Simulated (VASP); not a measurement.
# Al (Fd-3m) in VASP: a series of runs, part 2 of 2

VASP 6.6.1. The steps go on from the part before.

### 3 Single point, BLYP (volume scaled by 1.04)

Contents of INCAR:

```
SYSTEM = Al
AGGAC    = 1.0          
AGGAX    = 1.0          
ALDAC    = 0.0          
ALDAX    = 1.0          
ALGO     = Normal         ! electronic algorithm
EDIFF    = 1E-6           ! SCF threshold, eV
ENCUT    = 520            ! plane-wave cutoff, eV
GGA      = B5             ! functional
ISIF     = 2              ! what is computed and relaxed
ISMEAR   = -1             ! smearing method
LASPH    = .True.         ! aspherical terms in the spheres
LCHARG   = .True.         ! write CHGCAR
LELF     = .True.         ! ELF
LREAL    = .False.        ! projectors in reciprocal space
LVHAR    = .True.       
LWAVE    = .False.        ! write WAVECAR
NBANDS   = 10             ! bands
NELM     = 100            ! most SCF steps
PREC     = Accurate       ! precision mode
SIGMA    = 0.1            ! smearing width, eV
```

Contents of KPOINTS:

```
k-points
0
Gamma
  10 10 10
  0 0 0
```

Contents of POSCAR:

```
Al
1.0
    0.0000000000      3.1196581811      3.1196581811
    3.1196581811      0.0000000000      3.1196581811
    3.1196581811      3.1196581811      0.0000000000
Al
2
Direct
    0.1250000000      0.1250000000      0.1250000000
    0.8750000000      0.8750000000      0.8750000000
```

Potentials or basis: VASP PAW PBE potentials, release 64 (Al).

Command:

```
> cat potpaw_PBE.64/Al/POTCAR > POTCAR
> mpirun -np 1 vasp_std > vasp.out
```

OUTCAR:

```text
SYSTEM = Al
   EDIFF = 1E-6
   ENCUT = 520
   GGA = B5
   ISIF = 2
   ISMEAR = -1
   LASPH = .True.
   LREAL = .False.
   NELM = 100
   PREC = Accurate

 ion  position               nearest neighbor table
   1  0.125  0.125  0.125-   2 2.70   2 2.70   2 2.70   2 2.70
   2  0.875  0.875  0.875-   1 2.70   1 2.70   1 2.70   1 2.70

  LATTYP: Found a face centered cubic cell.
 ALAT       =     6.2393163622

  Lattice vectors:

 A1 = (   0.0000000000,   3.1196581811,   3.1196581811)
 A2 = (   3.1196581811,   0.0000000000,   3.1196581811)
 A3 = (   3.1196581811,   3.1196581811,   0.0000000000)

[... 490 lines left out ...]
      7       9.8365      0.00000
      8       9.9592      0.00000
      9      12.5441      0.00000
     10      12.6643      0.00000

 [... further k-points ...]
[... 5 lines left out ...]
  --------------------------------------------------------------------------------------
  -------------------------------------------------------------------------------------
  Total       -0.3964284     -0.3964284     -0.3964284     -0.0000000     -0.0000000      0.0000000
  in kB      -10.4598226    -10.4598226    -10.4598226     -0.0000000     -0.0000000      0.0000000
  external PRESSURE =     -10.4598226 kB  Pullay stress =       0.0000000 kB

 VOLUME and BASIS-vectors are now :
 -----------------------------------------------------------------------------
  energy-cutoff  :      520.00
  volume of cell :       60.72
      direct lattice vectors                 reciprocal lattice vectors
     0.000000000  3.119658181  3.119658181    -0.160273969  0.160273969  0.160273969
     3.119658181  0.000000000  3.119658181     0.160273969 -0.160273969  0.160273969
     3.119658181  3.119658181  0.000000000     0.160273969  0.160273969 -0.160273969

 POSITION                                       TOTAL-FORCE (eV/Angst)
 -----------------------------------------------------------------------------------
      0.77991      0.77991      0.77991         0.000000      0.000000      0.000000
      5.45940      5.45940      5.45940        -0.000000      0.000000     -0.000000
 -----------------------------------------------------------------------------------
    total drift:                               -0.000000      0.000000      0.000000

  FREE ENERGIE OF THE ION-ELECTRON SYSTEM (eV)
  ---------------------------------------------------
  free  energy   TOTEN  =        -4.8169199247 eV

  energy  without entropy=       -4.7606238732  energy(sigma->0) =       -4.78877190
```

stdout:

```text
POSCAR found type information on POSCAR Al
 POSCAR found :  1 types and       2 ions
 scaLAPACK will be used
 -----------------------------------------------------------------------------
|                                                                             |
|                                                                             |
|     You enforced a specific xc type in the INCAR file but a different       |
|     I HOPE YOU KNOW WHAT YOU ARE DOING!                                     |
|                                                                             |
 -----------------------------------------------------------------------------

 LDA part: xc-table for (Slater(with rela. corr.)+VWN5), standard interpolation
 POSCAR, INCAR and KPOINTS ok, starting setup
 FFT: planning ... GRIDC
 FFT: planning ... GRID_SOFT
 FFT: planning ... GRID
 WAVECAR not read
 entering main loop
```

Run time: 35 s. Hardware: 1 thread of Intel Xeon Platinum 8259CL at 2.50GHz (Skylake/Cascade Lake), shared host; peak memory 0.19 GiB.

What came out:

| Item | Value |
| --- | --- |
| Free energy | -4.8169 eV |
| Pressure | -1.0 GPa |
| Band gap on the k mesh | zero (band 3 reaches 4.53 eV, above the bottom of band 4 at 1.60 eV) |

Levels at points of the mesh, in eV from the Fermi level:
```csv
k point,band 1,band 2,band 3,band 4,band 5,band 6
"(0.00, 0.00, 0.00)",-7.48,1.86,1.86,1.86,3.80,3.80
"(0.50, 0.00, 0.00)",-5.72,-3.60,0.93,0.93,2.81,4.37
"(0.50, 0.50, 0.00)",-4.31,-4.31,-0.35,-0.35,2.28,2.28
```

Caveat: the PAW data sets were made with another functional, which shifts forces and pressure a little.

### 4 Single point, BLYP (volume scaled by 1.08)

Contents of INCAR:

```
SYSTEM = Al
  AGGAC = 1.0
  AGGAX = 1.0
  ALDAC = 0.0
  ALDAX = 1.0
  ALGO = Normal
  EDIFF = 1E-7
  ENCUT = 520
  GGA = B5
  ISIF = 2
  ISMEAR = -1
  LASPH = .TRUE.
  LCHARG = .TRUE.
  LELF = .TRUE.
  LREAL = .FALSE.
  LVHAR = .TRUE.
  LWAVE = .FALSE.
  NBANDS = 10
  NELM = 80
  PREC = Accurate
  SIGMA = 0.1
```

Contents of KPOINTS:

```
k-points
0
G
  10 10 10
  0 0 0
```

Contents of POSCAR:

```
Al
1.0
    0.0000000000      3.1591517177      3.1591517177
    3.1591517177      0.0000000000      3.1591517177
    3.1591517177      3.1591517177      0.0000000000
Al
2
Direct
    0.1250000000      0.1250000000      0.1250000000
    0.8750000000      0.8750000000      0.8750000000
```

Command:

```
> cat potpaw_PBE.64/Al/POTCAR > POTCAR
> mpirun -np 1 vasp_std > vasp.out
```

Run time: 38 s. Hardware: 1 thread of Intel Xeon Platinum 8259CL at 2.50GHz (Skylake/Cascade Lake), shared host; peak memory 0.19 GiB.

The run converged. Its results:

```
Free energy            : -4.7950 eV
Pressure               : -1.9 GPa
Band gap on the k mesh : zero (band 3 reaches 4.26 eV, above the bottom of band 4 at 1.44 eV)
```

Levels at points of the mesh, in eV from the Fermi level:
```
           k point  band 1  band 2  band 3  band 4  band 5  band 6
(0.00, 0.00, 0.00)   -7.34    1.80    1.80    1.80    3.66    3.73
(0.50, 0.00, 0.00)   -5.65   -3.53    0.90    0.90    2.65    4.32
(0.50, 0.50, 0.00)   -4.28   -4.28   -0.34   -0.34    2.27    2.27
```

Caveat: the PAW data sets were made with another functional, which shifts forces and pressure a little.

### 5 Single point, BLYP (volume scaled by 1.12)

Contents of INCAR:

```
SYSTEM = Al
PREC = Accurate
ENCUT = 520
EDIFF = 1E-6
ISMEAR = -1
SIGMA = 0.1
LREAL = .FALSE.
LASPH = .TRUE.
NELM = 80
ALGO = Normal
ISIF = 2
LWAVE = .FALSE.
LCHARG = .TRUE.
GGA = B5
ALDAX = 1.0
AGGAX = 1.0
AGGAC = 1.0
ALDAC = 0.0
LELF = .TRUE.
LVHAR = .TRUE.
NBANDS = 10
```

Contents of KPOINTS:

```
regular mesh
0
G
  10 10 10
  0 0 0
```

Contents of POSCAR:

```
Al
1.0
    0.0000000000      3.1976817555      3.1976817555
    3.1976817555      0.0000000000      3.1976817555
    3.1976817555      3.1976817555      0.0000000000
Al
2
Direct
    0.1250000000      0.1250000000      0.1250000000
    0.8750000000      0.8750000000      0.8750000000
```

Command:

```
> cat potpaw_PBE.64/Al/POTCAR > POTCAR
> mpirun -np 1 vasp_std > vasp.out
```

Wall time 32 s (1 thread of Intel Xeon Platinum 8259CL at 2.50GHz (Skylake/Cascade Lake), shared host); peak memory 0.19 GiB.

The run converged. Its results:

```
Free energy            : -4.7617 eV
Pressure               : -2.6 GPa
Band gap on the k mesh : zero (band 3 reaches 4.01 eV, above the bottom of band 4 at 1.30 eV)
```

Levels at points of the mesh, in eV from the Fermi level:
| k point | band 1 | band 2 | band 3 | band 4 | band 5 | band 6 | band 7 | band 8 |
| --- | --- | --- | --- | --- | --- | --- | --- | --- |
| (0.00, 0.00, 0.00) | -7.22 | 1.74 | 1.74 | 1.74 | 3.31 | 3.65 | 3.65 | 3.65 |
| (0.50, 0.00, 0.00) | -5.58 | -3.47 | 0.86 | 0.86 | 2.50 | 4.26 | 4.26 | 7.45 |
| (0.50, 0.50, 0.00) | -4.25 | -4.25 | -0.33 | -0.33 | 2.26 | 2.26 | 9.09 | 9.09 |

Caveat: the PAW data sets were made with another functional, which shifts forces and pressure a little.

### 6 The runs side by side

| cell | gap on the mesh (eV) | pressure (GPa) |
| --- | --- | --- |
| a = 4.355 Å, angles 60.0°, 2 atoms | none | 0.1 |
| a = 4.412 Å, angles 60.0°, 2 atoms | none | -1.0 |
| a = 4.468 Å, angles 60.0°, 2 atoms | none | -1.9 |
| a = 4.522 Å, angles 60.0°, 2 atoms | none | -2.6 |

Alike in all rows: task single point; level BLYP; potentials or basis VASP PAW PBE potentials, release 64 (Al); no spin polarisation; k mesh 10 × 10 × 10; cutoff (eV) 520; smearing fermi-dirac 0.1 eV.

Caveats: the PAW data sets were made with another functional, which shifts forces and pressure a little.

Absolute energies hang on the potentials; compare differences alone.
